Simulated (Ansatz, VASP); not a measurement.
Pd: VASP beside Ansatz

```
Pd
1.0
     2.56326    0.00000    0.00000
     0.00000    2.56326    0.00000
     0.00000    0.00000    2.56326
Pd
1
Direct
  0.00000 0.00000 0.00000
```

Alike in both runs: task single point; functional revPBE; k mesh 13 × 13 × 13; occupations fermi-dirac, width 0.05 eV; collinear spin.

|  | VASP | Ansatz |
| --- | --- | --- |
| version | VASP 6.6.1 | Ansatz 0.2.0 |
| potentials or method | VASP PAW PBE potentials, release 64 (Pd), cutoff 520 eV | plane waves (420 eV) with PAW, scalar-relativistic |
| valence electrons in the cell | 10 | 18 |

|  | VASP | Ansatz | Ansatz less VASP |
| --- | --- | --- | --- |
| pressure (GPa) | 10.7 | 11.2 | +0.43 |
| net moment per atom (μB) | 0.00 | 0.00 | 0.000 |

VASP's potentials were made for PBE, not for revPBE. With one functional, cell and mesh, what is left measures potentials, basis and numerics. VASP's potentials hold 10 valence electrons a cell and Ansatz's 18, so a difference there can come from the potentials and not from the codes. Ansatz's warnings: seeded moment not kept.
